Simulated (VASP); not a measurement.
Wanted: the native input for a VASP 6.6.1 run.

```
Task                               : G0W0 quasiparticle levels
Functional                         : HSE06
Potentials or basis                : VASP PAW PBE potentials, release 64 (Na_sv_GW, I_GW)
Cutoff                             : 500 eV
k mesh                             : 2 × 2 × 2
Occupations                        : gaussian, width 0.01 eV
Spin                               : no spin polarisation
Dipole correction                  : no
GW scheme                          : G0W0
GW iterations                      : 1
Cutoff of the response function    : 80
Frequency points                   : 96
Empty bands                        : 60
Grid for exact exchange (PRECFOCK) : Fast
Further INCAR settings             : ALGO = EVGW0; EDIFF = 1e-08; NBANDS = 68
Share of exact exchange            : 0.25
Screening parameter                : 0.2 1/Å
```

The system is NaI.

```
Na I
1.0
     0.00000    3.22963    3.22963
     3.22963    0.00000    3.22963
     3.22963    3.22963    0.00000
Na I
1 1
Direct
  0.00000 0.00000 0.00000
  0.50000 0.50000 0.50000
```

These files were run (other wordings do the same):

POSCAR

```
NaI
1.0
    0.0000000000      3.2296282834      3.2296282834
    3.2296282834      0.0000000000      3.2296282834
    3.2296282834      3.2296282834      0.0000000000
Na I
1 1
Direct
    0.0000000000      0.0000000000      0.0000000000
    0.5000000000      0.5000000000      0.5000000000
```

INCAR.step1

```
SYSTEM = NaI
ALGO     = Normal         ! electronic algorithm
EDIFF    = 1E-5           ! SCF threshold, eV
ENCUT    = 500            ! plane-wave cutoff, eV
GGA      = PE             ! functional
ISIF     = 2              ! what is computed and relaxed
ISMEAR   = 0              ! smearing method
LASPH    = .TRUE.         ! aspherical terms in the spheres
LCHARG   = .FALSE.        ! write CHGCAR
LREAL    = .FALSE.        ! projectors in reciprocal space
LWAVE    = .TRUE.         ! write WAVECAR
NELM     = 60             ! most SCF steps
PREC     = Accurate       ! precision mode
SIGMA    = 0.02           ! smearing width, eV
```

INCAR.step2

```
SYSTEM = NaI
ALGO     = Normal         ! electronic algorithm
EDIFF    = 1E-8           ! SCF threshold, eV
ENCUT    = 500            ! plane-wave cutoff, eV
GGA      = PE             ! functional
HFSCREEN = 0.2            ! screening, 1/A
ISMEAR   = 0              ! smearing method
ISTART   = 1            
LASPH    = .TRUE.         ! aspherical terms in the spheres
LCHARG   = .FALSE.        ! write CHGCAR
LHFCALC  = .TRUE.         ! exact exchange
LREAL    = .FALSE.        ! projectors in reciprocal space
LWAVE    = .TRUE.         ! write WAVECAR
NELM     = 60             ! most SCF steps
PREC     = Accurate       ! precision mode
PRECFOCK = Normal       
SIGMA    = 0.01           ! smearing width, eV
```

INCAR.step3

```
SYSTEM = NaI
ALGO     = Exact          ! electronic algorithm
EDIFF    = 1E-8           ! SCF threshold, eV
ENCUT    = 500            ! plane-wave cutoff, eV
GGA      = PE             ! functional
HFSCREEN = 0.2            ! screening, 1/A
ISMEAR   = 0              ! smearing method
ISTART   = 1            
LASPH    = .TRUE.         ! aspherical terms in the spheres
LCHARG   = .FALSE.        ! write CHGCAR
LHFCALC  = .TRUE.         ! exact exchange
LOPTICS  = .TRUE.         ! frequency-dependent dielectric function
LREAL    = .FALSE.        ! projectors in reciprocal space
LWAVE    = .TRUE.         ! write WAVECAR
NBANDS   = 68             ! bands
NELM     = 1              ! most SCF steps
PREC     = Accurate       ! precision mode
PRECFOCK = Normal       
SIGMA    = 0.01           ! smearing width, eV
```

INCAR.step4

```
SYSTEM = NaI
ALGO     = EVGW0          ! electronic algorithm
EDIFF    = 1E-8           ! SCF threshold, eV
ENCUT    = 500            ! plane-wave cutoff, eV
ENCUTGW  = 80.0           ! cutoff of the response function
GGA      = PE             ! functional
HFSCREEN = 0.2            ! screening, 1/A
ISMEAR   = 0              ! smearing method
ISTART   = 1            
LASPH    = .TRUE.         ! aspherical terms in the spheres
LCHARG   = .FALSE.        ! write CHGCAR
LHFCALC  = .TRUE.         ! exact exchange
LREAL    = .FALSE.        ! projectors in reciprocal space
LWAVE    = .FALSE.        ! write WAVECAR
NBANDS   = 68             ! bands
NBANDSGW = 16           
NELMGW   = 1            
NOMEGA   = 96             ! frequency points
OMEGAMAX = 30           
PREC     = Accurate       ! precision mode
PRECFOCK = Fast         
SIGMA    = 0.01           ! smearing width, eV
```

KPOINTS

```
k-points
0
G
  2 2 2
  0 0 0
```

Potentials or basis: VASP PAW PBE potentials, release 64 (Na_sv_GW, I_GW).

The run is started by

```bash
$ cat potpaw_PBE.64/Na_sv_GW/POTCAR potpaw_PBE.64/I_GW/POTCAR > POTCAR
$ cp INCAR.step1 INCAR
$ mpirun -np 1 vasp_std > vasp.out
$ cp INCAR.step2 INCAR
$ mpirun -np 1 vasp_std > vasp.out
$ cp INCAR.step3 INCAR
$ mpirun -np 1 vasp_std > vasp.out
$ cp INCAR.step4 INCAR
$ mpirun -np 1 vasp_std > vasp.out
```

It gave:

```
Quasiparticle gap                                   : 5.88 eV
Least direct quasiparticle gap                      : 5.88 eV
Band gap of the starting levels on the mesh         : 4.78 eV
Least direct gap of the starting levels on the mesh : 4.78 eV
```

Caveat: the k points lie up to 0.84 Å⁻¹ apart, too coarse for converged energies, forces and pressures; bands, screening cutoff and mesh are small and nothing is extrapolated, so the quasiparticle values aren't converged; spin-orbit coupling is left out, which moves the levels of the heavy elements.

Wall time 4.6 min on 1 thread of Intel(R) Xeon(R) 6975P-C (Granite Rapids) (shared host), peak memory 0.83 GiB.
